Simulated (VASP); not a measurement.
# PbO2 in VASP: notebook

PbO2 is run at these levels: PBE+D3(BJ); tasks: single point.

Program: VASP 6.6.1. These are calculated values, not measurements. Logs are shortened: lines on timing, memory, paths and dates and some standing lists are left out, and cuts for length are marked.

## Step 1: The cell of the first run

Symmetry: R-3m, No. 166, trigonal system. Conventional cell: a = 3.484 Å, b = 3.484 Å, c = 11.823 Å, α = 90.00°, β = 90.00°, γ = 120.00°. Within 3.0 Å of Pb (site symmetry -3m) lie 8 O at 2.24 to 2.95 Å. Within 3.0 Å of O (site symmetry 3m) lie 4 Pb at 2.24 to 2.95 Å and 6 O at 2.81 to 2.82 Å.

## Step 2: Single point, PBE+D3(BJ)

Input file INCAR:

```
ALGO     = Normal         # electronic algorithm
EDIFF    = 1E-6           # SCF threshold, eV
ENCUT    = 520            # plane-wave cutoff, eV
GGA      = PE             # functional
ISIF     = 2              # what is computed and relaxed
ISMEAR   = 0              # smearing method
IVDW     = 12             # dispersion correction
LASPH    = T              # aspherical terms in the spheres
LCHARG   = T              # write CHGCAR
LELF     = T              # ELF
LREAL    = F              # projectors in reciprocal space
LVHAR    = T            
LWAVE    = F              # write WAVECAR
NBANDS   = 20             # bands
NELM     = 100            # most SCF steps
PREC     = Accurate       # precision mode
SIGMA    = 0.1            # smearing width, eV
```

Input file KPOINTS:

```
k-points
0
Gamma
  6 6 6
```

Input file POSCAR:

```
PbO2
1.0
    1.7417882000      1.0056219000      3.9410132000
   -1.7417882000      1.0056219000      3.9410132000
    0.0000000000     -2.0112438000      3.9410132000
Pb O
1 2
Direct
    0.5000000000      0.5000000000      0.5000000000
    0.7495960000      0.7495960000      0.7495960000
    0.2504040000      0.2504040000      0.2504040000
```

Potentials or basis: VASP PAW PBE potentials, release 64 (Pb_d, O).

Launch:

```console
> cat potpaw_PBE.64/Pb_d/POTCAR potpaw_PBE.64/O/POTCAR > POTCAR
> mpirun -np 1 vasp_std > vasp.out
```

OUTCAR:

```text
EDIFF = 1E-6
   ENCUT = 520
   GGA = PE
   ISIF = 2
   ISMEAR = 0
   IVDW = 12
   LASPH = T
   LREAL = F
   NELM = 100
   PREC = Accurate
 IVDW          = 12

 ion  position               nearest neighbor table
   1  0.500  0.500  0.500-   3 2.24   3 2.24   2 2.24   2 2.24   3 2.24   2 2.24   3 2.95   2 2.95

   2  0.750  0.750  0.750-   1 2.24   1 2.24   1 2.24   1 2.95
   3  0.250  0.250  0.250-   1 2.24   1 2.24   1 2.24   1 2.95

  LATTYP: Found a trigonal (rhomboedric) cell.
 ALAT       =     4.4245549586
 COS(alpha) =     0.6900572344

  Lattice vectors:

 A1 = (   1.7417882000,   1.0056219000,   3.9410132000)
 A2 = (  -1.7417882000,   1.0056219000,   3.9410132000)
 A3 = (   0.0000000000,  -2.0112438000,   3.9410132000)

Analysis of symmetry for initial positions (statically):
=====================================================================
 Subroutine PRICEL returns:
 Original cell was already a primitive cell.

 Routine SETGRP: Setting up the symmetry group for a
 trigonal (rhombohedral) supercell.

 Subroutine GETGRP returns: Found 12 space group operations
 (whereof 12 operations were pure point group operations)
 out of a pool of 12 trial point group operations.

The static configuration has the point symmetry D_3d.

Analysis of symmetry for dynamics (positions and initial velocities):
=====================================================================
 Subroutine PRICEL returns:
 Original cell was already a primitive cell.

 Routine SETGRP: Setting up the symmetry group for a
 trigonal (rhombohedral) supercell.

 Subroutine GETGRP returns: Found 12 space group operations
 (whereof 12 operations were pure point group operations)
 out of a pool of 12 trial point group operations.

The dynamic configuration has the point symmetry D_3d.

 Subroutine INISYM returns: Found 12 space group operations
 (whereof 12 operations are pure point group operations),
 and found     1 'primitive' translations

----------------------------------------------------------------------------------------

                                     Primitive cell

  volume of cell :      41.4180

  direct lattice vectors                    reciprocal lattice vectors
     1.741788200  1.005621900  3.941013200     0.287061309  0.165734922  0.084580618
    -1.741788200  1.005621900  3.941013200    -0.287061309  0.165734922  0.084580618
     0.000000000 -2.011243800  3.941013200     0.000000000 -0.331469843  0.084580618

  length of vectors
     4.424554959  4.424554959  4.424554968     0.342090836  0.342090836  0.342090833

  position of ions in fractional coordinates (direct lattice)
     0.500000000  0.500000000  0.500000000
     0.749596000  0.749596000  0.749596000
     0.250404000  0.250404000  0.250404000

  ion indices of the primitive-cell ions
   primitive index   ion index
                 1           1
                 2           2
                 3           3

----------------------------------------------------------------------------------------

 KPOINTS: k-points

Automatic generation of k-mesh.
 Grid dimensions read from file:
 generate k-points for:    6    6    6

 Generating k-lattice:

  Cartesian coordinates                     Fractional coordinates (reciprocal lattice)
     0.047843551  0.027622487  0.014096770     0.166666667  0.000000000  0.000000000
    -0.047843551  0.027622487  0.014096770     0.000000000  0.166666667  0.000000000
     0.000000000 -0.055244974  0.014096770     0.000000000  0.000000000  0.166666667

  Length of vectors
     0.057015139  0.057015139  0.057015139

  Shift w.r.t. Gamma in fractional coordinates (k-lattice)
     0.000000000  0.000000000  0.000000000

 Subroutine IBZKPT returns following result:
 ===========================================

 Found     32 irreducible k-points:

 Following reciprocal coordinates:
            Coordinates               Weight
  0.000000  0.000000  0.000000      1.000000
  0.166667  0.000000  0.000000      6.000000
  0.333333  0.000000  0.000000      6.000000
  0.500000  0.000000 -0.000000      3.000000
  0.166667  0.166667  0.000000      6.000000
  0.333333  0.166667 -0.000000     12.000000
[... 16 lines left out ...]
  0.500000  0.500000  0.166667      6.000000
 -0.333333  0.500000  0.166667     12.000000
 [... further k-points ...]
   k-points           NKPTS =     32   k-points in BZ     NKDIM =     32   number of bands    NBANDS=     20
   number of dos      NEDOS =    301   number of ions     NIONS =      3
   total plane-waves  NPLWV =  46656
   dimension x,y,z NGX =    36 NGY =   36 NGZ =   36
   dimension x,y,z NGXF=    72 NGYF=   72 NGZF=   72
   ions per type =               1   2
   NGX,Y,Z   is equivalent  to a cutoff of  13.53, 13.53, 13.53 a.u.
   NGXF,Y,Z  is equivalent  to a cutoff of  27.05, 27.05, 27.05 a.u.
 SYSTEM =  unknown system
   PREC   = accura    normal or accurate (medium, high low for compatibility)
   ISTART =      0    job   : 0-new  1-cont  2-samecut
   ICHARG =      2    charge: 1-file 2-atom 10-const
   ISPIN  =      1    spin polarized calculation?
   LNONCOLLINEAR =      F non collinear calculations
   LSORBIT =      F    spin-orbit coupling
   LASPH  =      T    aspherical Exc in radial PAW
   ENCUT  =  520.0 eV  38.22 Ry    6.18 a.u.   8.23  8.23  8.23*2*pi/ulx,y,z
   NELM   =    100;   NELMIN=  2; NELMDL= -5     # of ELM steps
   EDIFF  = 0.1E-05   stopping-criterion for ELM
   LREAL  =      F    real-space projection
   EDIFFG = 0.1E-04   stopping-criterion for IOM
   NSW    =      0    number of steps for IOM
   IBRION =     -1    ionic relax: 0-MD 1-quasi-New 2-CG
   NFREE  =      0    steps in history (QN), initial steepest desc. (CG)
   ISIF   =      2    stress and relaxation
   ISYM   =      2    0-nonsym 1-usesym 2-fastsym
   POTIM  = 0.5000    time-step for ionic-motion
   TEBEG  =    0.0;   TEEND  =   0.0 temperature during run
   PSTRESS=    0.0 pullay stress
   NELECT =      26.0000    total number of electrons
   NUPDOWN=      -1.0000    fix difference up-down
   EMIN   =  10.00;   EMAX   =-10.00  energy-range for DOS
   EFERMI =   0.00;   METHOD = LEGACY
   ISMEAR =     0;   SIGMA  =   0.10  broadening in eV -4-tet -1-fermi 0-gaus
   EFERMI_NEDOS =   21; number of points for ismear=-14 and -15
   IALGO  =     38    algorithm
   IMIX   =      4    mixing-type and parameters
     AMIX     =   0.40;   BMIX     =  1.00
     AMIX_MAG =   1.60;   BMIX_MAG =  1.00
  volume/ion in A,a.u.               =      13.81        93.17
  Fermi-wavevector in a.u.,A,eV,Ry     =   1.401747  2.648917 26.734004  1.964894
  Thomas-Fermi vector in A             =   2.524577
   LORBIT       =      0    0 simple, 1 ext, 2 COOP (PROOUT), +10 PAW based schemes
   GGA     = PE    functional components
   LHFCALC =     F    Hartree Fock is set to
   AEXX    =    0.0000 exact exchange contribution
   IVDW    =    12    specifies the selected vdW correction
   LEPSILON=     F    determine dielectric tensor
   LRPA    =     F    only Hartree local field effects (RPA)
 non-spin polarized calculation
 Gauss-broadening in eV      SIGMA  =   0.10
  energy-cutoff  :      520.00
  volume of cell :       41.42
 maximum number of plane-waves:      1135
 NGX is ok and might be reduce to    36
   NGX = 17   NGY = 17   NGZ = 17

 number of electron      26.0000002 magnetization

 Free energy of the ion-electron system (eV)
  ---------------------------------------------------
  ext. energy  EPLUGINS =         0.00000000
  ---------------------------------------------------
  free energy    TOTEN  =       -15.65449416 eV

  energy without entropy =      -15.65327730  energy(sigma->0) =      -15.65388573

 E-fermi :   4.8143     XC(G=0): -10.8191

 val. band max:        4.7247370611   @ k =   0.3333   0.3333   0.0000
 cond. band min:       5.6023415099   @ k =   0.1667   0.1667   0.1667
 fundamental gap:      0.8776044488
 Fermi energy:         4.8143061377

 k-point     1 :       0.0000    0.0000    0.0000
  band No.  band energies     occupation
      1     -13.6120      2.00000
      2     -11.2055      2.00000
      3     -10.8156      2.00000
      4     -10.8156      2.00000
      5     -10.6145      2.00000
      6     -10.5145      2.00000
[... 12 lines left out ...]
     19      21.1454      0.00000
     20      21.1455      0.00000

 k-point     2 :       0.1667    0.0000    0.0000
  band No.  band energies     occupation
      1     -13.3627      2.00000
      2     -12.0325      2.00000
      3     -10.7475      2.00000
      4     -10.6110      2.00000
      5     -10.5539      2.00000
      6     -10.5148      2.00000
[... 12 lines left out ...]
     19      19.2644      0.00000
     20      21.0205      0.00000

 k-point     3 :       0.3333    0.0000    0.0000
  band No.  band energies     occupation
      1     -13.1138      2.00000
      2     -12.3021      2.00000
      3     -10.6738      2.00000
      4     -10.6736      2.00000
      5     -10.4950      2.00000
      6     -10.4452      2.00000
[... 12 lines left out ...]
     19      18.7924      0.00000
     20      21.1219      0.00000

 k-point     4 :       0.5000    0.0000   -0.0000
  band No.  band energies     occupation
      1     -13.2491      2.00000
      2     -11.9752      2.00000
      3     -10.7241      2.00000
      4     -10.6717      2.00000
      5     -10.4707      2.00000
      6     -10.3716      2.00000
[... 12 lines left out ...]
     19      18.1942      0.00000
     20      20.6979      0.00000

 k-point     5 :       0.1667    0.1667    0.0000
  band No.  band energies     occupation
      1     -13.3252      2.00000
      2     -12.0835      2.00000
      3     -10.7444      2.00000
      4     -10.5844      2.00000
      5     -10.5762      2.00000
      6     -10.5107      2.00000
[... 12 lines left out ...]
     19      19.3720      0.00000
     20      21.1186      0.00000

 k-point     6 :       0.3333    0.1667   -0.0000
  band No.  band energies     occupation
      1     -12.9494      2.00000
      2     -12.5755      2.00000
      3     -10.6311      2.00000
      4     -10.6119      2.00000
      5     -10.4794      2.00000
      6     -10.4643      2.00000
[... 12 lines left out ...]
     19      19.3738      0.00000
     20      20.5847      0.00000

 k-point     7 :       0.5000    0.1667   -0.0000
  band No.  band energies     occupation
      1     -13.0750      2.00000
      2     -12.3864      2.00000
      3     -10.6613      2.00000
      4     -10.5547      2.00000
      5     -10.4519      2.00000
      6     -10.1284      2.00000
[... 12 lines left out ...]
     19      18.9957      0.00000
     20      20.7679      0.00000
[... 277 lines left out ...]
 k-point    20 :       0.5000    0.3333    0.1667
  band No.  band energies     occupation
      1     -12.8508      2.00000
      2     -12.6324      2.00000
      3     -10.6200      2.00000
      4     -10.6176      2.00000
      5     -10.4757      2.00000
      6     -10.3403      2.00000
[... 12 lines left out ...]
     19      20.2029      0.00000
     20      20.9137      0.00000

 k-point    21 :      -0.3333    0.3333    0.1667
  band No.  band energies     occupation
      1     -13.0619      2.00000
      2     -12.3912      2.00000
      3     -10.6583      2.00000
      4     -10.5546      2.00000
      5     -10.4316      2.00000
      6     -10.0783      2.00000
[... 12 lines left out ...]
     19      20.1824      0.00000
     20      21.0308      0.00000

 k-point    22 :      -0.1667    0.3333    0.1667
  band No.  band energies     occupation
      1     -12.9822      2.00000
      2     -12.5140      2.00000
      3     -10.6585      2.00000
      4     -10.5371      2.00000
      5     -10.4805      2.00000
      6     -10.1769      2.00000
[... 12 lines left out ...]
     19      19.8435      0.00000
     20      20.2734      0.00000

 k-point    23 :       0.5000    0.5000    0.1667
  band No.  band energies     occupation
      1     -12.9647      2.00000
      2     -12.4395      2.00000
      3     -10.6571      2.00000
      4     -10.6454      2.00000
      5     -10.4454      2.00000
      6     -10.4029      2.00000
[... 12 lines left out ...]
     19      19.7130      0.00000
     20      21.6597      0.00000

 k-point    24 :      -0.3333    0.5000    0.1667
  band No.  band energies     occupation
      1     -13.0188      2.00000
      2     -12.4421      2.00000
      3     -10.6590      2.00000
      4     -10.5448      2.00000
      5     -10.4298      2.00000
      6     -10.1025      2.00000
[... 12 lines left out ...]
     19      20.1583      0.00000
     20      21.4552      0.00000

 [... further k-points ...]

------------------------ aborting loop because EDIFF is reached ----------------------------------------

 Edisp (eV)   -0.65004

 E8    (eV) :    -0.2754

  FORCE on cell =-STRESS in cart. coord.  units (eV):
  Direction    XX          YY          ZZ          XY          YZ          ZX
  --------------------------------------------------------------------------------------
  -------------------------------------------------------------------------------------
  Total       0.12868     0.12868    -0.01615    -0.00000     0.00000     0.00000
  in kB       4.97788     4.97788    -0.62465    -0.00000     0.00000     0.00000
  external pressure =        3.11 kB  Pullay stress =        0.00 kB

 VOLUME and BASIS-vectors are now :
 -----------------------------------------------------------------------------
  energy-cutoff  :      520.00
  volume of cell :       41.42
      direct lattice vectors                 reciprocal lattice vectors
     1.741788200  1.005621900  3.941013200     0.287061309  0.165734922  0.084580618
    -1.741788200  1.005621900  3.941013200    -0.287061309  0.165734922  0.084580618
     0.000000000 -2.011243800  3.941013200     0.000000000 -0.331469843  0.084580618

 POSITION                                       TOTAL-FORCE (eV/Angst)
 -----------------------------------------------------------------------------------
      0.00000      0.00000      5.91152         0.000000     -0.000000      0.000000
      0.00000      0.00000      8.86250         0.000000      0.000000     -0.033041
      0.00000      0.00000      2.96054         0.000000      0.000000      0.033041
 -----------------------------------------------------------------------------------
    total drift:                                0.000000     -0.000000      0.000000

  FREE ENERGIE OF THE ION-ELECTRON SYSTEM (eV)
  ---------------------------------------------------
  free  energy   TOTEN  =       -16.3045350263 eV

  energy  without entropy=      -16.3033181694  energy(sigma->0) =      -16.30392660
```

Run time: 22 s. Hardware: 1 thread of Intel Xeon 6975P-C (Granite Rapids), shared host; peak memory 0.21 GiB.

Results:

- Free energy: -16.3045 eV
- Pressure: 0.3 GPa
- Largest force: 0.033 eV/Å
- Band gap on the k mesh: zero (bands 13 and 14 overlap by 0.08 eV)
- Dispersion energy per atom: -0.217 eV

Forces in eV/Å, atoms in the order of the input:
```
Pb   0.000  0.000  0.000
O    0.000  0.000 -0.033
O    0.000  0.000  0.033
```

Stress tensor (GPa, compression positive):
```
 0.50  0.00  0.00
 0.00  0.50  0.00
 0.00  0.00 -0.06
```

Levels at points of the mesh, in eV from the Fermi level:
```csv
k point,band 10,band 11,band 12,band 13,band 14,band 15,band 16,band 17
"(0.00, 0.00, 0.00)",-1.54,-1.21,-1.21,-0.56,-0.17,5.01,9.20,9.20
"(0.50, 0.00, 0.00)",-2.93,-2.21,-1.24,-1.08,2.99,7.33,8.49,11.15
"(0.50, 0.50, 0.00)",-3.58,-0.79,-0.34,-0.09,2.34,5.94,9.79,10.08
"(0.50, 0.50, 0.50)",-2.05,-2.05,-0.87,-0.87,2.25,5.48,10.10,10.10
```

Caveat: semilocal functionals underestimate gaps, and a narrow one can read as zero; spin-orbit coupling is left out, which moves the levels of the heavy elements.

(Part 1 of 2 ends here.)

The gap in the log of VASP goes by the Fermi energy; the results here count the filled bands.